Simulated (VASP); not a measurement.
# SrCuSi (P6_3/mmc) in VASP: further runs

SrCuSi is run at these levels: LDA; tasks: single point, relaxation of volume and atoms at fixed shape.

Everything below comes from runs of VASP 6.6.1. Logs are shortened: lines on timing, memory, paths and dates and some standing lists are left out, and cuts for length are marked.

## 1. The cell of the first run

Symmetry: P6_3/mmc, No. 194, hexagonal system. The conventional cell has a = 4.005 Å, b = 4.005 Å, c = 9.173 Å, α = 90.00°, β = 90.00°, γ = 120.00°. Within 4.3 Å of Sr (site symmetry -3m) lie 6 Si at 3.26 Å and 6 Cu at 3.26 Å and 6 Sr at 4.00 Å. Within 3.1 Å of Si (site symmetry -6m2) lie 3 Cu at 2.31 Å. Within 3.1 Å of Cu (site symmetry -6m2) lie 3 Si at 2.31 Å.

## 2. Single point, LDA

Input file INCAR:

```
  PREC = Accurate
  ENCUT = 520
  EDIFF = 1E-6
  ISMEAR = -1
  SIGMA = 0.05
  LREAL = False
  LASPH = True
  NELM = 60
  ALGO = Normal
  ISIF = 2
  LWAVE = False
  LCHARG = False
  NBANDS = 34
```

Input file KPOINTS:

```
Automatic mesh
0
Gamma
  6 6 3
```

Input file POSCAR:

```
SrCuSi
1.0
    4.0048456891      0.0000000000      0.0000000000
   -2.0024228445      3.4682981050      0.0000000000
    0.0000000000      0.0000000000      9.1726326769
Sr Si Cu
2 2 2
Direct
    0.0000000000      0.0000000000      0.5000000000
    0.0000000000      0.0000000000      0.0000000000
    0.6666666667      0.3333333333      0.7500000000
    0.3333333333      0.6666666667      0.2500000000
    0.6666666667      0.3333333333      0.2500000000
    0.3333333333      0.6666666667      0.7500000000
```

Potentials or basis: VASP PAW LDA potentials, release 64 (Sr_sv, Si, Cu).

Run with:

```
$ cat potpaw_LDA.64/Sr_sv/POTCAR potpaw_LDA.64/Si/POTCAR potpaw_LDA.64/Cu/POTCAR > POTCAR
$ mpirun -np 1 vasp_std > vasp.out
```

OUTCAR:

```text
PREC = Accurate
   ENCUT = 520
   EDIFF = 1E-6
   ISMEAR = -1
   LREAL = False
   LASPH = True
   NELM = 60
   ISIF = 2

 ion  position               nearest neighbor table
   1  0.000  0.000  0.500-   3 3.26   4 3.26   5 3.26   6 3.26   4 3.26   6 3.26   3 3.26   5 3.26
                             3 3.26   5 3.26   4 3.26   6 3.26   2 4.59   2 4.59
   2  0.000  0.000  0.000-   3 3.26   4 3.26   5 3.26   6 3.26   4 3.26   6 3.26   3 3.26   5 3.26
                             3 3.26   5 3.26   4 3.26   6 3.26   1 4.59   1 4.59
   3  0.667  0.333  0.750-   6 2.31   6 2.31   6 2.31   1 3.26   2 3.26   1 3.26   2 3.26   1 3.26
                             2 3.26
   4  0.333  0.667  0.250-   5 2.31   5 2.31   5 2.31   1 3.26   2 3.26   2 3.26   1 3.26   2 3.26
                             1 3.26
   5  0.667  0.333  0.250-   4 2.31   4 2.31   4 2.31   1 3.26   2 3.26   1 3.26   2 3.26   1 3.26
                             2 3.26
   6  0.333  0.667  0.750-   3 2.31   3 2.31   3 2.31   1 3.26   2 3.26   2 3.26   1 3.26   2 3.26
                             1 3.26

  LATTYP: Found a hexagonal cell.
 ALAT       =     4.0048456891
 C/A-ratio  =     2.2903835476

  Lattice vectors:

 A1 = (   4.0048456891,   0.0000000000,   0.0000000000)
 A2 = (  -2.0024228445,   3.4682981050,   0.0000000000)
 A3 = (   0.0000000000,   0.0000000000,   9.1726326769)

Analysis of symmetry for initial positions (statically):
=====================================================================
 Subroutine PRICEL returns:
 Original cell was already a primitive cell.

 Routine SETGRP: Setting up the symmetry group for a
 hexagonal supercell.

 Subroutine GETGRP returns: Found 24 space group operations
 (whereof 12 operations were pure point group operations)
 out of a pool of 24 trial point group operations.

The static configuration has the point symmetry D_3d.
 The point group associated with its full space group is D_6h.

Analysis of symmetry for dynamics (positions and initial velocities):
=====================================================================
 Subroutine PRICEL returns:
 Original cell was already a primitive cell.

 Routine SETGRP: Setting up the symmetry group for a
 hexagonal supercell.

 Subroutine GETGRP returns: Found 24 space group operations
 (whereof 12 operations were pure point group operations)
 out of a pool of 24 trial point group operations.

The dynamic configuration has the point symmetry D_3d.
 The point group associated with its full space group is D_6h.

 Subroutine INISYM returns: Found 24 space group operations
 (whereof 12 operations are pure point group operations),
 and found     1 'primitive' translations

----------------------------------------------------------------------------------------

                                     Primitive cell

  volume of cell :     127.4079

  direct lattice vectors                    reciprocal lattice vectors
     4.004845689  0.000000000  0.000000000     0.249697511  0.144162925  0.000000000
    -2.002422844  3.468298105  0.000000000     0.000000000  0.288325850  0.000000000
     0.000000000  0.000000000  9.172632677     0.000000000  0.000000000  0.109019955

  length of vectors
     4.004845689  4.004845689  9.172632677     0.288325850  0.288325850  0.109019955

  position of ions in fractional coordinates (direct lattice)
     0.000000000  0.000000000  0.500000000
     0.000000000  0.000000000  0.000000000
     0.666666667  0.333333333  0.750000000
     0.333333333  0.666666667  0.250000000
     0.666666667  0.333333333  0.250000000
     0.333333333  0.666666667  0.750000000

  ion indices of the primitive-cell ions
   primitive index   ion index
                 1           1
                 2           2
                 3           3
                 4           4
                 5           5
                 6           6

----------------------------------------------------------------------------------------

 KPOINTS: Automatic mesh

Automatic generation of k-mesh.
 Grid dimensions read from file:
 generate k-points for:    6    6    3

 Generating k-lattice:

  Cartesian coordinates                     Fractional coordinates (reciprocal lattice)
     0.041616252  0.024027154  0.000000000     0.166666667  0.000000000  0.000000000
     0.000000000  0.048054308  0.000000000     0.000000000  0.166666667  0.000000000
     0.000000000  0.000000000  0.036339985     0.000000000  0.000000000  0.333333333

  Length of vectors
     0.048054308  0.048054308  0.036339985

  Shift w.r.t. Gamma in fractional coordinates (k-lattice)
     0.000000000  0.000000000  0.000000000

 Subroutine IBZKPT returns following result:
 ===========================================

 Found     14 irreducible k-points:

 Following reciprocal coordinates:
            Coordinates               Weight
  0.000000  0.000000  0.000000      1.000000
  0.166667  0.000000  0.000000      6.000000
  0.333333  0.000000  0.000000      6.000000
  0.500000  0.000000  0.000000      3.000000
  0.166667  0.166667  0.000000      6.000000
  0.333333  0.166667  0.000000     12.000000
  0.333333  0.333333  0.000000      2.000000
  0.000000  0.000000  0.333333      2.000000
  0.166667  0.000000  0.333333     12.000000
  0.333333  0.000000  0.333333     12.000000
  0.500000  0.000000  0.333333      6.000000
  0.166667  0.166667  0.333333     12.000000
  0.333333  0.166667  0.333333     24.000000
  0.333333  0.333333  0.333333      4.000000
   k-points           NKPTS =     14   k-points in BZ     NKDIM =     14   number of bands    NBANDS=     34
   number of dos      NEDOS =    301   number of ions     NIONS =      6
   total plane-waves  NPLWV =  63000
   dimension x,y,z NGX =    30 NGY =   30 NGZ =   70
   dimension x,y,z NGXF=    60 NGYF=   60 NGZF=  140
   ions per type =               2   2   2
   NGX,Y,Z   is equivalent  to a cutoff of  12.45, 12.45, 12.69 a.u.
   NGXF,Y,Z  is equivalent  to a cutoff of  24.91, 24.91, 25.37 a.u.
 SYSTEM =  unknown system
   PREC   = accura    normal or accurate (medium, high low for compatibility)
   ISTART =      0    job   : 0-new  1-cont  2-samecut
   ICHARG =      2    charge: 1-file 2-atom 10-const
   ISPIN  =      1    spin polarized calculation?
   LNONCOLLINEAR =      F non collinear calculations
   LSORBIT =      F    spin-orbit coupling
   LASPH  =      T    aspherical Exc in radial PAW
   ENCUT  =  520.0 eV  38.22 Ry    6.18 a.u.   7.45  7.45 17.06*2*pi/ulx,y,z
   NELM   =     60;   NELMIN=  2; NELMDL= -5     # of ELM steps
   EDIFF  = 0.1E-05   stopping-criterion for ELM
   LREAL  =      F    real-space projection
   EDIFFG = 0.1E-04   stopping-criterion for IOM
   NSW    =      0    number of steps for IOM
   IBRION =     -1    ionic relax: 0-MD 1-quasi-New 2-CG
   NFREE  =      0    steps in history (QN), initial steepest desc. (CG)
   ISIF   =      2    stress and relaxation
   ISYM   =      2    0-nonsym 1-usesym 2-fastsym
   POTIM  = 0.5000    time-step for ionic-motion
   TEBEG  =    0.0;   TEEND  =   0.0 temperature during run
   PSTRESS=    0.0 pullay stress
   NELECT =      50.0000    total number of electrons
   NUPDOWN=      -1.0000    fix difference up-down
   EMIN   =  10.00;   EMAX   =-10.00  energy-range for DOS
   EFERMI =   0.00;   METHOD = LEGACY
   ISMEAR =    -1;   SIGMA  =   0.05  broadening in eV -4-tet -1-fermi 0-gaus
   EFERMI_NEDOS =   21; number of points for ismear=-14 and -15
   IALGO  =     38    algorithm
   IMIX   =      4    mixing-type and parameters
     AMIX     =   0.40;   BMIX     =  1.00
     AMIX_MAG =   1.60;   BMIX_MAG =  1.00
  volume/ion in A,a.u.               =      21.23       143.30
  Fermi-wavevector in a.u.,A,eV,Ry     =   1.198577  2.264983 19.545964  1.436588
  Thomas-Fermi vector in A             =   2.334463
   LORBIT       =      0    0 simple, 1 ext, 2 COOP (PROOUT), +10 PAW based schemes
   GGA     = CA    functional components
   LHFCALC =     F    Hartree Fock is set to
   AEXX    =    0.0000 exact exchange contribution
   IVDW    =     0    specifies the selected vdW correction
   LEPSILON=     F    determine dielectric tensor
   LRPA    =     F    only Hartree local field effects (RPA)
 non-spin polarized calculation
  energy-cutoff  :      520.00
  volume of cell :      127.41
 maximum number of plane-waves:      3449
 NGX is ok and might be reduce to    30
   NGX = 15   NGY = 15   NGZ = 35

 number of electron      50.0000023 magnetization

 Free energy of the ion-electron system (eV)
  ---------------------------------------------------
  ext. energy  EPLUGINS =         0.00000000
  ---------------------------------------------------
  free energy    TOTEN  =       -27.27819168 eV

  energy without entropy =      -27.23397235  energy(sigma->0) =      -27.25608201

 E-fermi :   4.3357     XC(G=0): -10.2214

 val. band max:        4.3164568127   @ k =   0.3333   0.3333   0.0000
 cond. band min:       4.3580962412   @ k =   0.3333   0.0000   0.3333
 fundamental gap:      0.0416394285
 Fermi energy:         4.3357252863

 k-point     1 :       0.0000    0.0000    0.0000
  band No.  band energies     occupation
      1     -30.1102      2.00000
      2     -30.1072      2.00000
      3     -12.4017      2.00000
      4     -12.2619      2.00000
      5     -12.1708      2.00000
      6     -12.1708      2.00000
[... 26 lines left out ...]
     33       8.3734      0.00000
     34       8.6677      0.00000

 k-point     2 :       0.1667    0.0000    0.0000
  band No.  band energies     occupation
      1     -30.1036      2.00000
      2     -30.1008      2.00000
      3     -12.3725      2.00000
      4     -12.2667      2.00000
      5     -12.2530      2.00000
      6     -12.2460      2.00000
[... 26 lines left out ...]
     33       9.1616      0.00000
     34       9.6753      0.00000

 k-point     3 :       0.3333    0.0000    0.0000
  band No.  band energies     occupation
      1     -30.0905      2.00000
      2     -30.0880      2.00000
      3     -12.4491      2.00000
      4     -12.4241      2.00000
      5     -12.3139      2.00000
      6     -12.2307      2.00000
[... 26 lines left out ...]
     33       9.3686      0.00000
     34       9.6462      0.00000

 k-point     4 :       0.5000    0.0000    0.0000
  band No.  band energies     occupation
      1     -30.0839      2.00000
      2     -30.0816      2.00000
      3     -12.5361      2.00000
      4     -12.5066      2.00000
      5     -12.2845      2.00000
      6     -12.2504      2.00000
[... 26 lines left out ...]
     33       9.4315      0.00000
     34       9.5233      0.00000

 k-point     5 :       0.1667    0.1667    0.0000
  band No.  band energies     occupation
      1     -30.0938      2.00000
      2     -30.0912      2.00000
      3     -12.3868      2.00000
      4     -12.3655      2.00000
      5     -12.3288      2.00000
      6     -12.2394      2.00000
[... 251 lines left out ...]
 k-point    12 :       0.1667    0.1667    0.3333
  band No.  band energies     occupation
      1     -30.0931      2.00000
      2     -30.0918      2.00000
      3     -12.3821      2.00000
      4     -12.3720      2.00000
      5     -12.3015      2.00000
      6     -12.2491      2.00000
[... 26 lines left out ...]
     33       9.6911      0.00000
     34       9.8444      0.00000

 k-point    13 :       0.3333    0.1667    0.3333
  band No.  band energies     occupation
      1     -30.0833      2.00000
      2     -30.0821      2.00000
      3     -12.4830      2.00000
      4     -12.4700      2.00000
      5     -12.2975      2.00000
      6     -12.2920      2.00000
[... 26 lines left out ...]
     33       9.7975      0.00000
     34      10.4534      0.00000

 k-point    14 :       0.3333    0.3333    0.3333
  band No.  band energies     occupation
      1     -30.0800      2.00000
      2     -30.0789      2.00000
      3     -12.4180      2.00000
      4     -12.4180      2.00000
      5     -12.4081      2.00000
      6     -12.4081      2.00000
[... 26 lines left out ...]
     33       9.9839      0.00000
     34       9.9888      0.00000

------------------------ aborting loop because EDIFF is reached ----------------------------------------

  FORCE on cell =-STRESS in cart. coord.  units (eV):
  Direction    XX          YY          ZZ          XY          YZ          ZX
  --------------------------------------------------------------------------------------
  -------------------------------------------------------------------------------------
  Total        0.2896161      0.2896161     -0.3454798      0.0000000      0.0000000     -0.0000000
  in kB        3.6419761      3.6419761     -4.3444722      0.0000000      0.0000000     -0.0000000
  external PRESSURE =       0.9798266 kB  Pullay stress =       0.0000000 kB

 VOLUME and BASIS-vectors are now :
 -----------------------------------------------------------------------------
  energy-cutoff  :      520.00
  volume of cell :      127.41
      direct lattice vectors                 reciprocal lattice vectors
     4.004845689  0.000000000  0.000000000     0.249697511  0.144162925  0.000000000
    -2.002422844  3.468298105  0.000000000     0.000000000  0.288325850  0.000000000
     0.000000000  0.000000000  9.172632677     0.000000000  0.000000000  0.109019955

 POSITION                                       TOTAL-FORCE (eV/Angst)
 -----------------------------------------------------------------------------------
      0.00000      0.00000      4.58632        -0.000000      0.000000     -0.000000
      0.00000      0.00000      0.00000        -0.000000      0.000000     -0.000000
      2.00242      1.15610      6.87947         0.000000     -0.000000     -0.000000
     -0.00000      2.31220      2.29316        -0.000000      0.000000     -0.000000
      2.00242      1.15610      2.29316        -0.000000      0.000000      0.000000
     -0.00000      2.31220      6.87947        -0.000000      0.000000      0.000000
 -----------------------------------------------------------------------------------
    total drift:                                0.000000     -0.000000      0.000000

  FREE ENERGIE OF THE ION-ELECTRON SYSTEM (eV)
  ---------------------------------------------------
  free  energy   TOTEN  =       -27.2781916780 eV

  energy  without entropy=      -27.2339723488  energy(sigma->0) =      -27.25608201
```

Run time: 2.5 min. Hardware: 1 thread of AMD EPYC 7R43 (Zen 3), shared host; peak memory 0.19 GiB.

What came out:

* Free energy: -27.2782 eV
* Pressure: 0.1 GPa
* Band gap on the k mesh: zero (band 25 reaches 6.23 eV, above the bottom of band 26 at 4.15 eV)

Stress tensor (GPa, compression positive):
```
 0.36  0.00  0.00
 0.00  0.36  0.00
 0.00  0.00 -0.43
```

Levels at points of the mesh, in eV from the Fermi level:
```csv
k point,band 21,band 22,band 23,band 24,band 25,band 26,band 27,band 28,band 29,band 30
"(0.00, 0.00, 0.00)",-2.88,-0.44,0.98,1.35,1.35,2.34,2.34,3.45,3.45,3.59
"(0.50, 0.00, 0.00)",-3.00,-2.79,-0.58,-0.48,-0.09,0.12,0.28,1.26,3.79,4.14
```

## 3. Relaxation of volume and atoms at fixed shape, LDA

This run uses another cell than the first one, of 22.60 Å³/atom, 1.064 times its volume.

Input file INCAR:

```
  PREC = Accurate
  ENCUT = 600
  EDIFF = 1E-7
  ISMEAR = -1
  SIGMA = 0.05
  LREAL = False
  LASPH = True
  NELM = 100
  ALGO = Normal
  ISIF = 8
  LWAVE = False
  LCHARG = False
  GGA = CA
  IBRION = 2
  NSW = 80
  EDIFFG = -0.01
```

KPOINTS is that of step 2.

Changes to POSCAR since step 2:

```diff
@@ -2,5 +2,5 @@
 1.0
-    4.0048456891      0.0000000000      0.0000000000
-   -2.0024228445      3.4682981050      0.0000000000
-    0.0000000000      0.0000000000      9.1726326769
+    4.0888440000      0.0000000000      0.0000000000
+   -2.0444220000      3.5410420000      0.0000000000
+    0.0000000000      0.0000000000      9.3650200000
 Sr Si Cu
```

Potentials or basis: VASP PAW LDA potentials, release 64 (Sr_sv, Si, Cu).

Run with:

```
$ cat potpaw_LDA.64/Sr_sv/POTCAR potpaw_LDA.64/Si/POTCAR potpaw_LDA.64/Cu/POTCAR > POTCAR
$ mpirun -np 1 vasp_std > vasp.out
```

It took 8.5 min on 1 thread of AMD EPYC 7R43 (Zen 3), shared host; peak memory 0.29 GiB.

Results (log left out):

```yaml
Free_energy: -27.2797 eV
Relaxed_volume: 21.33 Å³/atom
Relaxed_cell: a = 4.011 Å, b = 4.011 Å, c = 9.186 Å, α = 90.00°, β = 90.00°, γ = 120.00°
Space_group_after_relaxing_to_0.05_Å: P6_3/mmc (No. 194)
Energy_gained_by_relaxing: 14.8 meV/atom
Ionic_steps: 3
Pressure_after_relaxing: 0.0 GPa
Band_gap_on_the_k_mesh: zero (band 25 reaches 6.20 eV, above the bottom of band 26 at 4.12 eV)
```

Stress tensor (GPa, compression positive):
```
 0.24  0.00  0.00
 0.00  0.24  0.00
 0.00  0.00 -0.45
```

Step by step:
```
step  energy change (eV)  largest force (eV/Å)  pressure (GPa)  volume (Å³)
   1              0.0000                0.0000           -3.54       135.59
   2             -0.0818                0.0000            1.10       126.02
   3             -0.0886                0.0000            0.01       127.97
```

Final structure:
```
Sr Si Cu
1.0
     4.01073    0.00000    0.00000
    -2.00536    3.47339    0.00000
     0.00000    0.00000    9.18611
Sr Si Cu
2 2 2
Direct
  0.00000 0.00000 0.50000
  0.00000 0.00000 0.00000
  0.66667 0.33333 0.75000
  0.33333 0.66667 0.25000
  0.66667 0.33333 0.25000
  0.33333 0.66667 0.75000
```

Levels at points of the mesh, in eV from the Fermi level:
```csv
k point,band 22,band 23,band 24,band 25,band 26,band 27,band 28,band 29
"(0.00, 0.00, 0.00)",-0.44,0.98,1.35,1.35,2.33,2.33,3.45,3.45
"(0.50, 0.00, 0.00)",-2.79,-0.57,-0.48,-0.09,0.11,0.29,1.26,3.78
```
